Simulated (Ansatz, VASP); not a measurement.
One calculation of SiSe2, two programs

INCAR

```
ALGO = Normal ; EDIFF = 1E-7
EDIFFG = -0.005 ; ENCUT = 500
GGA = PS ; GGA_COMPAT = F
IBRION = 2 ; ISIF = 3
ISMEAR = 0 ; LASPH = T
LCHARG = F ; LREAL = F
LWAVE = F ; NELM = 120
NELMIN = 4 ; NSW = 70
PREC = Accurate ; SIGMA = 0.02
```

The input KPOINTS:

```
k-points
0
Gamma
  8 8 8
```

The input POSCAR:

```
SiSe2
1.0
   -2.9250317313      4.7519660242      2.9184616666
    2.9250317313     -4.7519660242      2.9184616666
    2.9250317313      4.7519660242     -2.9184616666
Si Se
2 4
Direct
    0.7500000000      0.7500000000      0.0000000000
    0.2500000000      0.2500000000      0.0000000000
    0.1261810405      0.2228206306      0.3490016711
    0.8738189595      0.7771793694      0.6509983289
    0.3738189595      0.7228206306      0.0966395901
    0.6261810405      0.2771793694      0.9033604099
```

Input for Ansatz:

```yaml
crystal:
  lattice:
    - [-2.9250317313, 4.7519660242, 2.9184616666]
    - [2.9250317313, -4.7519660242, 2.9184616666]
    - [2.9250317313, 4.7519660242, -2.9184616666]
  atoms:
    - { symbol: Si, position: [0.75, 0.75, 0.0] }
    - { symbol: Si, position: [0.25, 0.25, 0.0] }
    - { symbol: Se, position: [0.1261810405, 0.2228206306, 0.3490016711] }
    - { symbol: Se, position: [0.8738189595, 0.7771793694, 0.6509983289] }
    - { symbol: Se, position: [0.3738189595, 0.7228206306, 0.0966395901] }
    - { symbol: Se, position: [0.6261810405, 0.2771793694, 0.9033604099] }
basis:
  ecutwfc: 420
kpoints:
  mp_grid: { grid: [8, 8, 8] }
hamiltonian:
  xc: pbesol
scf:
  occupations: { method: gaussian, width: 0.02 }
output:
  forces: true
  stress: true
  eigenvalues: true
relax:
  adjacent_minimum: "off"
  f_tol: 0.005
  max_steps: 50
  cell: { stress_tol: 0.05 }
```

Alike in both runs: task relaxation of cell and atoms; functional PBEsol; k mesh 8 × 8 × 8; occupations gaussian, width 0.02 eV; no spin polarisation.

```csv
,VASP,Ansatz
version,VASP 6.6.1,Ansatz 0.2.0
potentials or method,"VASP PAW PBE potentials, release 64 (Si, Se), cutoff 500 eV","scalar-relativistic, plane waves, PAW"
valence electrons in the cell,32,72
```

Ansatz gave:

| Property | Result |
| --- | --- |
| gap on the k mesh at the Fermi level, each at its own relaxed structure (eV) | 1.66 |
| relaxed volume (Å³/atom) | 28.51 |
| relaxed cell length with the largest relative difference (Å) | 6.333 |

Task: What did VASP give for the same quantities?

Result: gap on the k mesh at the Fermi level, each at its own relaxed structure (eV): 1.64; relaxed volume (Å³/atom): 28.60; relaxed cell length with the largest relative difference (Å): 6.326.

VASP's potentials were made for PBE, not for PBEsol. VASP's potentials hold 32 valence electrons a cell and Ansatz's 72, so a difference there can come from the potentials and not from the codes.
